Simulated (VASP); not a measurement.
Here is a VASP 6.6.1 calculation.

INCAR

```
  PREC = Accurate
  ENCUT = 700
  EDIFF = 1E-8
  ISMEAR = -1
  SIGMA = 0.05
  LREAL = F
  LASPH = T
  NELM = 120
  ALGO = Normal
  ISIF = 2
  LWAVE = F
  LCHARG = T
  GGA = PS
  NBANDS = 16
  IBRION = 8
  NSW = 1
  GGA_COMPAT = F
```

The input KPOINTS:

```
regular mesh
0
Gamma
  8 8 8
```

The input POSCAR:

```
TaN
1.0
    0.0000000000      2.4911437700      2.4911437700
    2.4911437700      0.0000000000      2.4911437700
    2.4911437700      2.4911437700      0.0000000000
Ta N
1 1
Direct
    0.0000000000      0.0000000000      0.0000000000
    0.2500000000      0.2500000000      0.2500000000
```

Potentials or basis: VASP PAW PBE potentials, release 64 (Ta_sv_GW, N).

Command:

```console
$ cat potpaw_PBE.64/Ta_sv_GW/POTCAR potpaw_PBE.64/N/POTCAR > POTCAR
$ mpirun -np 1 vasp_std > vasp.out
```

Problem. Predict the highest phonon frequency at Γ.

Solution. 163 cm⁻¹.

Phonon frequencies in cm⁻¹ (negative: imaginary):
```
              q point        frequencies
(0.000, 0.000, 0.000)  0 0 0 163 163 163
```

Caveat: the cell stands under pressure or tension, which shifts response properties.
